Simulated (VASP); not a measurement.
HgTe, 2 atoms in the cell. Symmetry: I-4m2, No. 119, tetragonal system. The conventional cell has a = 5.278 Å, b = 5.278 Å, c = 5.277 Å, α = 90.00°, β = 90.00°, γ = 90.00°. Within 3.9 Å of Hg (site symmetry -4m2) lie 4 Te at 2.95 Å. Within 3.9 Å of Te (site symmetry -4m2) lie 4 Hg at 2.95 Å.  This cell differs from its parent crystal: ratio of the length along z to the lengths across it x 0.707, volume and fractional coordinates fixed.

- Program: VASP 6.6.1
- Task: single point
- Functional: PBE
- Potentials or basis: VASP PAW PBE potentials, release 64 (Hg, Te)
- Cutoff: 520 eV
- k mesh: 18 × 18 × 18
- Occupations: gaussian, width 0.15 eV
- Spin: no spin polarisation
- Dipole correction: no
- Further INCAR settings: ALGO = Normal; EDIFF = 1e-06; NBANDS = 16

Potentials or basis: VASP PAW PBE potentials, release 64 (Hg, Te).

Command:

```console
$ cat potpaw_PBE.64/Hg/POTCAR potpaw_PBE.64/Te/POTCAR > POTCAR
$ mpirun -np 1 vasp_std > vasp.out
```

Hardware: 1 thread of Intel(R) Xeon(R) 6975P-C (Granite Rapids) (shared host).

Estimate the wall time of this run.

Wall time 2.8 min on 1 thread of Intel(R) Xeon(R) 6975P-C (Granite Rapids) (shared host), peak memory 0.68 GiB. Counts: scf iterations 12, k points 480.
